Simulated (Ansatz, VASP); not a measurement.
TiO in VASP and in Ansatz

```
Ti O
1.0
     4.11262    0.00000    0.00000
     0.00000    4.11262    0.00000
     0.00000    0.00000    4.11262
Ti O
3 3
Cartesian
  2.0563 2.0563 0.0000
  0.0000 2.0563 2.0563
  2.0563 0.0000 2.0563
  0.0000 2.0563 0.0000
  2.0563 0.0000 0.0000
  0.0000 0.0000 2.0563
```

Alike in both runs: task single point; functional PBEsol; k mesh 10 × 10 × 10; occupations gaussian, width 0.1 eV; no spin polarisation.

```csv
,VASP,Ansatz
version,VASP 6.6.1,Ansatz 0.2.0
potentials or method,"VASP PAW PBE potentials, release 64 (Ti_sv, O), cutoff 520 eV","scalar-relativistic, plane waves, PAW"
valence electrons in the cell,54,54
```

|  | VASP | Ansatz | Ansatz less VASP |
| --- | --- | --- | --- |
| gap on the k mesh at the Fermi level (eV) | none | none | - |
| pressure (GPa) | -11.1 | -11.6 | -0.47 |

VASP's potentials were made for PBE, not for PBEsol. A gap of «none» marks a metal or a gap that the smearing closes. With one functional, cell and mesh, what is left measures potentials, basis and numerics.
